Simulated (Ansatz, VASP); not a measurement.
ZnAu in VASP and in Ansatz

```
CELL_PARAMETERS angstrom
3.14700 0.00000 0.00000
0.00000 3.14700 0.00000
0.00000 0.00000 3.14700
ATOMIC_POSITIONS crystal
Zn 0.38084 0.50000 0.50000
Au 0.00000 0.00000 0.00000
```

Change from the starting cell: all Zn atoms moved +0.375 Å, as atom 1 towards its neighbour atom 1 (Zn) at 3.147 Å.

Alike in both runs: task single point; functional PBE; k mesh 16 × 16 × 16; occupations gaussian, width 0.15 eV; no spin polarisation.

|  | VASP | Ansatz |
| --- | --- | --- |
| version | VASP 6.6.1 | Ansatz 0.2.0 |
| potentials or method | VASP PAW PBE potentials, release 64 (Zn, Au), cutoff 500 eV | scalar-relativistic, plane waves, PAW |
| valence electrons in the cell | 23 | 31 |

|  | VASP | Ansatz | Ansatz less VASP |
| --- | --- | --- | --- |
| gap on the k mesh at the Fermi level (eV) | none | none | - |
| pressure (GPa) | 12.1 | 11.9 | -0.20 |
| traceless stress, the component that is largest in VASP (GPa) | -4.78 | -4.72 | +0.065 |
| rms of the force components (eV/Å) | 0.825 | 0.812 | -0.0129 |

Atom by atom the forces differ by 0.013 eV/Å (rms over components). A gap of «none» marks a metal or a gap that the smearing closes. The functional is the same, so the differences come from potentials, cutoffs and numerics. VASP's potentials hold 23 valence electrons a cell and Ansatz's 31, so a difference there can come from the potentials and not from the codes.

Spin-orbit coupling is off throughout.
